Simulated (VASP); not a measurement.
# Te2Mo (P6_3/mmc) in VASP: a series of runs, part 2 of 2

VASP 6.6.1. The steps go on from the part before.

## (3) Single point, r2SCAN, collinear spin

The input, POSCAR:

```
Te2Mo
1.0
    3.5636797614      0.0000000000      0.0000000000
   -1.7818398807      3.0862372043      0.0000000000
    0.0000000000      0.0000000000     14.7197071926
Te Mo
4 2
Direct
    0.3333333333      0.6666666667      0.6284395073
    0.6666666667      0.3333333333      0.1284395073
    0.3333333333      0.6666666667      0.8715604927
    0.6666666667      0.3333333333      0.3715604927
    0.3333333333      0.6666666667      0.2500000000
    0.6666666667      0.3333333333      0.7500000000
```

The input, INCAR.step1:

```
SYSTEM = Te2Mo
PREC = Accurate
ENCUT = 520
ISMEAR = 0
SIGMA = 0.05
LREAL = .False.
LASPH = .True.
NELM = 150
ISPIN = 2
MAGMOM = 0 0 0 0 0.5 0.5
LMAXMIX = 4
NBANDS = 39
GGA = PE
ALGO = Normal
EDIFF = 1E-4
LWAVE = .True.
LCHARG = .False.
```

The input, INCAR.step2:

```
SYSTEM = Te2Mo
PREC = Accurate
ENCUT = 520
EDIFF = 1E-6
ISMEAR = 0
SIGMA = 0.05
LREAL = .False.
LASPH = .True.
NELM = 150
ALGO = Normal
ISIF = 2
LWAVE = .False.
LCHARG = .True.
ISPIN = 2
MAGMOM = 0 0 0 0 0.5 0.5
LORBIT = 11
LMAXMIX = 4
METAGGA = R2SCAN
LMIXTAU = .True.
LELF = .True.
LVHAR = .True.
NBANDS = 39
ISTART = 1
```

The input, KPOINTS:

```
regular mesh
0
Gamma
  8 8 2
  0 0 0
```

Potentials or basis: VASP PAW PBE potentials, release 64 (Te, Mo_sv).

On the command line:

```bash
> cat potpaw_PBE.64/Te/POTCAR potpaw_PBE.64/Mo_sv/POTCAR > POTCAR
> cp INCAR.step1 INCAR
> mpirun -np 1 vasp_std > vasp.out
> cp INCAR.step2 INCAR
> mpirun -np 1 vasp_std > vasp.out
```

It took 8.8 min on 1 thread of AMD EPYC 9R45 (Zen 5), shared host; peak memory 0.46 GiB.

Results (log left out):

| Quantity | Value |
| --- | --- |
| Free energy | -155.6658 eV |
| Pressure | 0.1 GPa |
| Largest force | 0.027 eV/Å |
| Band gap on the k mesh | 1.12 eV (least direct gap 1.26 eV) |
| Net moment | 0.00 μB per cell |
| Valence electrons inside the program's atomic spheres | Te 3.47; Mo 12.33 |

Forces on the atoms (eV/Å):
```
Te   0.000  0.000 -0.027
Te   0.000  0.000 -0.027
Te   0.000  0.000  0.027
Te   0.000  0.000  0.027
Mo   0.000  0.000  0.000
Mo   0.000  0.000  0.000
```

Stress tensor (GPa, compression positive):
```
0.09 0.00 0.00
0.00 0.09 0.00
0.00 0.00 0.20
```

Levels at points of the mesh, in eV from the valence-band top:
Spin up:
```
           k point  band 24  band 25  band 26  band 27  band 28  band 29
(0.00, 0.00, 0.00)    -0.79    -0.71     0.00     3.05     3.05     3.11
(0.50, 0.00, 0.00)    -0.83    -0.62    -0.48     1.37     1.41     1.67
(0.00, 0.00, 0.50)    -1.09    -0.15    -0.15     3.07     3.07     3.07
(0.50, 0.00, 0.50)    -0.84    -0.55    -0.55     1.39     1.39     1.77
```
Spin down:
```tsv
k point	band 23	band 24	band 25	band 26	band 27	band 28	band 29	band 30
(0.00, 0.00, 0.00)	-1.08	-0.79	-0.71	0.00	3.05	3.05	3.11	3.11
(0.50, 0.00, 0.00)	-0.85	-0.83	-0.62	-0.48	1.37	1.41	1.67	1.86
(0.00, 0.00, 0.50)	-1.09	-1.09	-0.15	-0.15	3.07	3.07	3.07	3.07
(0.50, 0.00, 0.50)	-0.84	-0.84	-0.55	-0.55	1.39	1.39	1.77	1.77
```

Caveat: the PAW data sets were made with another functional, which shifts forces and pressure a little; spin-orbit coupling is left out, which moves the levels of the heavy elements.

## (4) Single point, r2SCAN

POSCAR is that of step 3.

The input, INCAR.step1:

```
  PREC = Accurate
  ENCUT = 520
  ISMEAR = 0
  SIGMA = 0.05
  LREAL = F
  LASPH = T
  NELM = 100
  NBANDS = 35
  GGA = PE
  ALGO = Normal
  EDIFF = 1E-4
  LWAVE = T
  LCHARG = F
```

The input, INCAR.step2:

```
  PREC = Accurate
  ENCUT = 520
  EDIFF = 1E-6
  ISMEAR = 0
  SIGMA = 0.05
  LREAL = F
  LASPH = T
  NELM = 100
  ALGO = Normal
  ISIF = 2
  LWAVE = F
  LCHARG = T
  METAGGA = R2SCAN
  LMIXTAU = T
  LELF = T
  LVHAR = T
  NBANDS = 35
  ISTART = 1
```

The input, KPOINTS:

```
Automatic mesh
0
Gamma
  8 8 2
```

On the command line:

```bash
> cat potpaw_PBE.64/Te/POTCAR potpaw_PBE.64/Mo_sv/POTCAR > POTCAR
> cp INCAR.step1 INCAR
> mpirun -np 1 vasp_std > vasp.out
> cp INCAR.step2 INCAR
> mpirun -np 1 vasp_std > vasp.out
```

Wall time 6.4 min (1 thread of Oxide Virtual Turin-like, shared host); peak memory 0.32 GiB.

Results (log left out):

```
Free energy            : -155.6658 eV
Pressure               : 0.1 GPa
Largest force          : 0.027 eV/Å
Band gap on the k mesh : 1.12 eV (least direct gap 1.26 eV)
```

Forces in eV/Å, atoms in the order of the input:
```
Te   0.000  0.000 -0.027
Te   0.000  0.000 -0.027
Te   0.000  0.000  0.027
Te   0.000  0.000  0.027
Mo   0.000  0.000  0.000
Mo   0.000  0.000  0.000
```

Stress tensor (GPa, compression positive):
```
0.09 0.00 0.00
0.00 0.09 0.00
0.00 0.00 0.20
```

Levels at points of the mesh, in eV from the valence-band top:
| k point | band 23 | band 24 | band 25 | band 26 | band 27 | band 28 | band 29 | band 30 |
| --- | --- | --- | --- | --- | --- | --- | --- | --- |
| (0.00, 0.00, 0.00) | -1.08 | -0.79 | -0.71 | 0.00 | 3.05 | 3.05 | 3.11 | 3.11 |
| (0.50, 0.00, 0.00) | -0.85 | -0.83 | -0.62 | -0.48 | 1.37 | 1.41 | 1.67 | 1.86 |
| (0.00, 0.00, 0.50) | -1.09 | -1.09 | -0.15 | -0.15 | 3.07 | 3.07 | 3.07 | 3.07 |
| (0.50, 0.00, 0.50) | -0.84 | -0.84 | -0.55 | -0.55 | 1.39 | 1.39 | 1.77 | 1.77 |

Caveat: the PAW data sets were made with another functional, which shifts forces and pressure a little; spin-orbit coupling is left out, which moves the levels of the heavy elements. A k mesh can miss the band edges.

## (5) Single point, PBE, collinear spin

This run uses another cell than the first one, of 27.62 Å³/atom.

The input, INCAR:

```
  PREC = Accurate
  ENCUT = 520
  EDIFF = 1E-7
  ISMEAR = 0
  SIGMA = 0.05
  LREAL = False
  LASPH = True
  NELM = 150
  ALGO = Normal
  ISIF = 2
  LWAVE = False
  LCHARG = False
  ISPIN = 2
  MAGMOM = 0 0 0 0 2 2
  LORBIT = 11
  LMAXMIX = 4
  GGA = PE
  NBANDS = 39
```

The input, KPOINTS:

```
regular mesh
0
Gamma
  6 6 2
```

The input, POSCAR:

```
Te2Mo
1.0
    3.5569152792      0.0000000000      0.0000000000
   -1.7784576396      3.0803789909      0.0000000000
    0.0000000000      0.0000000000     15.1236720916
Te Mo
4 2
Direct
    0.3333333333      0.6666666667      0.6304353258
    0.6666666667      0.3333333333      0.1304353258
    0.3333333333      0.6666666667      0.8695646742
    0.6666666667      0.3333333333      0.3695646742
    0.3333333333      0.6666666667      0.2500000000
    0.6666666667      0.3333333333      0.7500000000
```

On the command line:

```bash
> cat potpaw_PBE.64/Te/POTCAR potpaw_PBE.64/Mo_sv/POTCAR > POTCAR
> mpirun -np 1 vasp_std > vasp.out
```

Run time: 3.1 min. Hardware: 1 thread of Oxide Virtual Turin-like, shared host; peak memory 0.38 GiB.

Results (log left out):

| Item | Value |
| --- | --- |
| Free energy | -36.0722 eV |
| Pressure | 0.0 GPa |
| Largest force | 0.011 eV/Å |
| Band gap on the k mesh | 1.02 eV |
| Net moment | 0.00 μB per cell |
| Valence electrons inside the program's atomic spheres | Te 3.41; Mo 12.35 |

Forces on the atoms (eV/Å):
```
Te   0.000  0.000 -0.011
Te   0.000  0.000 -0.011
Te   0.000  0.000  0.011
Te   0.000  0.000  0.011
Mo   0.000  0.000  0.000
Mo   0.000  0.000  0.000
```

Stress tensor (GPa, compression positive):
```
-0.02  0.00  0.00
 0.00 -0.02  0.00
 0.00  0.00  0.13
```

Levels at points of the mesh, in eV from the valence-band top:
Spin up:
```tsv
k point	band 22	band 23	band 24	band 25	band 26	band 27	band 28	band 29	band 30	band 31
(0.00, 0.00, 0.00)	-0.92	-0.92	-0.84	-0.78	-0.10	2.96	2.96	3.01	3.01	3.22
(0.50, 0.00, 0.00)	-1.65	-0.79	-0.79	-0.42	-0.32	1.33	1.36	1.58	1.76	2.79
(0.00, 0.00, 0.50)	-0.92	-0.92	-0.92	-0.25	-0.25	2.98	2.98	2.98	2.98	3.26
(0.50, 0.00, 0.50)	-1.69	-0.79	-0.79	-0.37	-0.37	1.34	1.34	1.68	1.68	3.11
```
Spin down:
| k point | band 22 | band 23 | band 24 | band 25 | band 26 | band 27 | band 28 | band 29 | band 30 | band 31 |
| --- | --- | --- | --- | --- | --- | --- | --- | --- | --- | --- |
| (0.00, 0.00, 0.00) | -0.92 | -0.92 | -0.84 | -0.78 | -0.10 | 2.96 | 2.96 | 3.01 | 3.01 | 3.22 |
| (0.50, 0.00, 0.00) | -1.65 | -0.79 | -0.79 | -0.42 | -0.32 | 1.33 | 1.36 | 1.58 | 1.76 | 2.79 |
| (0.00, 0.00, 0.50) | -0.92 | -0.92 | -0.92 | -0.25 | -0.25 | 2.98 | 2.98 | 2.98 | 2.98 | 3.26 |
| (0.50, 0.00, 0.50) | -1.69 | -0.79 | -0.79 | -0.37 | -0.37 | 1.34 | 1.34 | 1.68 | 1.68 | 3.11 |

Caveat: spin-orbit coupling is left out, which moves the levels of the heavy elements; this functional lacks dispersion, which binds layers or chains, so the pressure and a relaxed spacing across them are unreliable.

## (6) The runs side by side

| level | spin | cell | k mesh | gap on the mesh (eV) | pressure (GPa) | moment (μB) | largest force (eV/Å) |
| --- | --- | --- | --- | --- | --- | --- | --- |
| r2SCAN | collinear | a = 3.564, b = 3.564, c = 14.720 Å, angles 90.0, 90.0, 120.0°, 6 atoms, atomic positions A | 8 × 8 × 2 | 1.12 | 0.1 | 0.00 | 0.03 |
| r2SCAN | off | a = 3.564, b = 3.564, c = 14.720 Å, angles 90.0, 90.0, 120.0°, 6 atoms, atomic positions A | 8 × 8 × 2 | 1.12 | 0.1 | - | 0.03 |
| PBE | collinear | a = 3.557, b = 3.557, c = 15.124 Å, angles 90.0, 90.0, 120.0°, 6 atoms, atomic positions B | 6 × 6 × 2 | 1.02 | 0.0 | 0.00 | 0.01 |

Alike in all rows: task single point; potentials or basis VASP PAW PBE potentials, release 64 (Te, Mo_sv); cutoff (eV) 520; smearing gaussian 0.05 eV.

Caveats: spin-orbit coupling is left out, which moves the levels of the heavy elements; the PAW data sets were made with another functional, which shifts forces and pressure a little (at least some runs); this functional lacks dispersion, which binds layers or chains, so the pressure and a relaxed spacing across them are unreliable (at least some runs).

Absolute energies hang on the potentials; compare differences alone.

## (7) Against experiment

Step 2. A measured gap of Te2Mo is 0.88 eV (indirect; 300 K; quoted in “Broadband infrared study of pressure-tunable Fano resonance and metallization transition in 2H-MoTe2”, 2022, pmc:9569381); the calculated 1.12 eV misses it by +0.24 eV. Spin-orbit coupling on Mo, Te is left out. The value is that of r2SCAN on a finite k mesh, which can miss the band edges, without temperature or zero-point motion.

Step 3. A measured gap of Te2Mo is 0.88 eV (indirect; 300 K; quoted in “Broadband infrared study of pressure-tunable Fano resonance and metallization transition in 2H-MoTe2”, 2022, pmc:9569381); the calculated 1.12 eV misses it by +0.24 eV. Spin-orbit coupling on Mo, Te is left out. The value is that of r2SCAN on a finite k mesh, which can miss the band edges, without temperature or zero-point motion.

Step 5. Against the measured gap of Te2Mo, 0.88 eV (indirect; 300 K; quoted in “Broadband infrared study of pressure-tunable Fano resonance and metallization transition in 2H-MoTe2”, 2022, pmc:9569381), the calculated 1.02 eV is off by +0.14 eV. Spin-orbit coupling on Mo, Te is left out. The value is that of PBE on a finite k mesh, which can miss the band edges, without temperature or zero-point motion.
